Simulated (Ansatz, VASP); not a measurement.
# Two plane-wave programs on AlN

```
Al N
1.0
     0.00000    2.18399    2.18399
     2.18399    0.00000    2.18399
     2.18399    2.18399    0.00000
Al N
1 1
Direct
  0.93929 0.00000 0.00000
  0.75000 0.75000 0.75000
```

Change from the starting cell: all Al atoms moved +0.188 Å, as atom 1 towards its neighbour atom 1 (Al) at 3.089 Å.

Alike in both runs: task single point; functional PBE; k mesh 10 × 10 × 10; occupations gaussian, width 0.05 eV; no spin polarisation.

|  | VASP | Ansatz |
| --- | --- | --- |
| version | VASP 6.6.1 | Ansatz 0.2.0 |
| potentials or method | VASP PAW PBE potentials, release 64 (Al, N), cutoff 520 eV | scalar-relativistic, plane waves, PAW |
| valence electrons in the cell | 8 | 8 |

VASP gave:

* gap on the k mesh at the Fermi level (eV): 2.83
* least direct gap on the mesh (eV): 3.66
* pressure (GPa): 9.1
* traceless stress, the component that is largest in VASP (GPa): 10.49
* rms of the force components (eV/Å): 1.807

Task: Estimate Ansatz's values.

Result: gap on the k mesh at the Fermi level (eV): 2.84; least direct gap on the mesh (eV): 3.65; pressure (GPa): 9.3; traceless stress, the component that is largest in VASP (GPa): 10.42; rms of the force components (eV/Å): 1.797.

Atom by atom the forces differ by 0.010 eV/Å (rms over components). With one functional, cell and mesh, what is left measures potentials, basis and numerics.
